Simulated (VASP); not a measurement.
Input of a VASP 6.6.1 run:

INCAR

```
SYSTEM = HfN
PREC = Accurate ; ENCUT = 520
EDIFF = 1E-6 ; ISMEAR = 0
SIGMA = 0.1 ; LREAL = .FALSE.
LASPH = .TRUE. ; NELM = 60
ALGO = Normal ; ISIF = 2
LWAVE = .FALSE. ; LCHARG = .FALSE.
GGA = PE ; NBANDS = 14
```

File KPOINTS:

```
regular mesh
0
G
  11 11 11
  0 0 0
```

POSCAR

```
HfN
1.0
    0.0000000000      2.2255097759      2.2255097759
    2.2255097759      0.0000000000      2.2255097759
    2.2255097759      2.2255097759      0.0000000000
Hf N
1 1
Direct
    0.0000000000      0.0000000000      0.0000000000
    0.5000000000      0.5000000000      0.5000000000
```

Potentials or basis: VASP PAW PBE potentials, release 64 (Hf_pv, N).

Launch:

```bash
$ cat potpaw_PBE.64/Hf_pv/POTCAR potpaw_PBE.64/N/POTCAR > POTCAR
$ mpirun -np 1 vasp_std > vasp.out
```

(1) Predict the pressure.

## Answers

(1) 17.1 GPa.
